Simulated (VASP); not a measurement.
Here is a VASP 6.6.1 calculation.

The input INCAR:

```
SYSTEM = Be2SO3
PREC     = Accurate       ! precision mode
ENCUT    = 600            ! plane-wave cutoff, eV
EDIFF    = 1E-6           ! SCF threshold, eV
ISMEAR   = 0              ! smearing method
SIGMA    = 0.1            ! smearing width, eV
LREAL    = .False.        ! projectors in reciprocal space
LASPH    = .True.         ! aspherical terms in the spheres
NELM     = 60             ! most SCF steps
ALGO     = Normal         ! electronic algorithm
ISIF     = 3              ! what is computed and relaxed
LWAVE    = .False.        ! write WAVECAR
LCHARG   = .False.        ! write CHGCAR
GGA      = PE             ! functional
IBRION   = 2              ! ionic algorithm
NSW      = 90             ! ionic steps
EDIFFG   = -0.04          ! ionic threshold
```

The input KPOINTS:

```
regular mesh
0
Gamma
  6 6 4
  0 0 0
```

POSCAR

```
Be2SO3
1.0
    4.1347665500      0.0000000000      0.0000000000
   -2.0673832700      3.5808128700      0.0000000000
    0.0000000000      0.0000000000      4.3549025300
Be S O
2 1 3
Direct
    0.3333333300      0.6666666700      0.5000000000
    0.6666666700      0.3333333300      0.5000000000
    0.0000000000      0.0000000000      0.5000000000
    0.5000000000      0.0000000000      0.5000000000
    0.0000000000      0.5000000000      0.5000000000
    0.5000000000      0.5000000000      0.5000000000
```

Potentials or basis: VASP PAW PBE potentials, release 64 (Be, S, O).

Command:

```bash
$ cat potpaw_PBE.64/Be/POTCAR potpaw_PBE.64/S/POTCAR potpaw_PBE.64/O/POTCAR > POTCAR
$ mpirun -np 1 vasp_std > vasp.out
```

Predict the relaxed cell.

a = 5.120 Å, b = 5.120 Å, c = 3.152 Å, α = 90.00°, β = 90.00°, γ = 120.00°.

Estimate the relaxed volume.

11.93 Å³/atom.

Estimate the space group after relaxing (to 0.1 Å).

P6/mmm (No. 191).

Estimate the band gap on the k mesh.

zero (bands 14 and 15 overlap by 1.84 eV).

Final structure:
```cif
data_structure
_symmetry_space_group_name_H-M 'P 1'
_symmetry_Int_Tables_number 1
_cell_length_a 5.1197
_cell_length_b 5.1197
_cell_length_c 3.1522
_cell_angle_alpha 90.000
_cell_angle_beta 90.000
_cell_angle_gamma 120.000
_cell_volume 71.55
loop_
_atom_site_label
_atom_site_type_symbol
_atom_site_fract_x
_atom_site_fract_y
_atom_site_fract_z
_atom_site_occupancy
Be1 Be 0.33333 0.66667 0.50000 1
Be2 Be 0.66667 0.33333 0.50000 1
S1 S 0.00000 0.00000 0.50000 1
O1 O 0.50000 0.00000 0.50000 1
O2 O 0.00000 0.50000 0.50000 1
O3 O 0.50000 0.50000 0.50000 1
```

Caveat: the k points lie up to 0.50 Å⁻¹ apart in the final cell, too coarse for converged energies and pressures of a metal; a cell axis changed by over 15 % at a fixed basis, so the end point is rough; this functional lacks dispersion, which binds layers or chains, so the pressure and a relaxed spacing across them are unreliable.
